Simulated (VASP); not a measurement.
Wanted: the native input for a VASP 6.6.1 run.

| Item | Value |
| --- | --- |
| Task | single point |
| Functional | PBE |
| Potentials or basis | VASP PAW PBE potentials, release 64 (Rh_pv) |
| Cutoff | 520 eV |
| k mesh | 22 × 22 × 22 |
| Occupations | gaussian, width 0.15 eV |
| Spin | no spin polarisation |
| Dipole correction | no |
| Further INCAR settings | ALGO = Fast; EDIFF = 1e-06; NBANDS = 14 |

The structure of Rh lies in POSCAR:

```
Rh
1.0
    0.0000000000      1.9158116250      1.9158116250
    1.9015500000      0.0142616250      1.9015500000
    1.9015500000      1.9015500000      0.0142616250
Rh
1
Direct
    0.0000000000      0.0000000000      0.0000000000
```

This cell differs from its parent crystal: strain +0.0150 x Voigt [0, 0, 0, 1, 0, 0].

These files were run (other wordings do the same):

INCAR

```
  PREC = Accurate
  ENCUT = 520
  EDIFF = 1E-6
  ISMEAR = 0
  SIGMA = 0.15
  LREAL = F
  LASPH = T
  NELM = 80
  ALGO = Fast
  ISIF = 2
  LWAVE = F
  LCHARG = F
  GGA = PE
  NBANDS = 14
```

KPOINTS

```
regular mesh
0
Gamma
  22 22 22
```

Potentials or basis: VASP PAW PBE potentials, release 64 (Rh_pv).

The run is started by

```sh
$ cat potpaw_PBE.64/Rh_pv/POTCAR > POTCAR
$ mpirun -np 1 vasp_std > vasp.out
```

Results of the run:

| Property | Result |
| --- | --- |
| Pressure | 5.9 GPa |
| Band gap on the k mesh | zero (an odd number of electrons rules out a gap without spin polarisation) |

Caveat: the cell differs from its parent crystal (strain +0.0150 x Voigt [0, 0, 0, 1, 0, 0]); the cell stands under pressure.

It took 88 s on 1 thread of Intel(R) Xeon(R) 6975P-C (Granite Rapids) (shared host), peak memory 0.36 GiB.
